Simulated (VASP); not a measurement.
As:

```xyz
2
Lattice="1.7951 1.0364 5.0543 -1.7951 1.0364 5.0543 0.0000 -2.0728 5.0543" Properties=species:S:1:pos:R:3 pbc="T T T"
As    0.0000    0.0000   11.9534
As    0.0000    0.0000    3.2094
```

Base run:

```yaml
Program: VASP 6.6.1
Functional: r2SCAN
Potentials_or_basis: VASP PAW PBE potentials, release 64 (As)
Cutoff: 520 eV
k_mesh: 10 × 10 × 10
Occupations: methfessel-paxton, width 0.01 eV
Spin: no spin polarisation
```

Its results: band gap on the k mesh 0.60 eV (least direct gap 1.15 eV); pressure 0.1 GPa; largest force 0.062 eV/Å.

Problem. The run is repeated on the same cell with these changes: occupations from methfessel-paxton, width 0.01 eV to fermi-dirac, width 0.6 eV. What comes out?

Solution. Band gap on the k mesh 0.64 eV (least direct gap 1.19 eV); pressure 0.6 GPa; largest force 0.097 eV/Å.

Caveats: the PAW data sets were made with another functional, which shifts forces and pressure a little.

A k mesh can miss the band edges.
